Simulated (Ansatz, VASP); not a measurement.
## One calculation of Mn, two programs

```
Mn
1.0
     3.87301    0.00000    0.00000
    -1.93650    3.35412    0.00000
     0.00000    0.00000    2.42811
Mn
3
Cartesian
  0.0000 0.0000 0.0000
  0.0000 2.2361 1.2141
  1.9365 1.1180 1.2141
```

Alike in both runs: task single point; functional revPBE; k mesh 10 × 10 × 14; occupations fermi-dirac, width 0.1 eV; no spin polarisation.

|  | VASP | Ansatz |
| --- | --- | --- |
| version | VASP 6.6.1 | Ansatz 0.2.0 |
| potentials or method | VASP PAW PBE potentials, release 64 (Mn_pv), cutoff 520 eV | plane waves (420 eV) with PAW, scalar-relativistic |
| valence electrons in the cell | 39 | 45 |

Ansatz gave:

* pressure (GPa): 11.6
* traceless stress, the component that is largest in VASP (GPa): -0.50

**Question.** Estimate VASP's values.

**Answer.** Pressure (GPa): 11.8; traceless stress, the component that is largest in VASP (GPa): -0.64.

VASP's potentials were made for PBE, not for revPBE. VASP's potentials hold 39 valence electrons a cell and Ansatz's 45, so a difference there can come from the potentials and not from the codes.
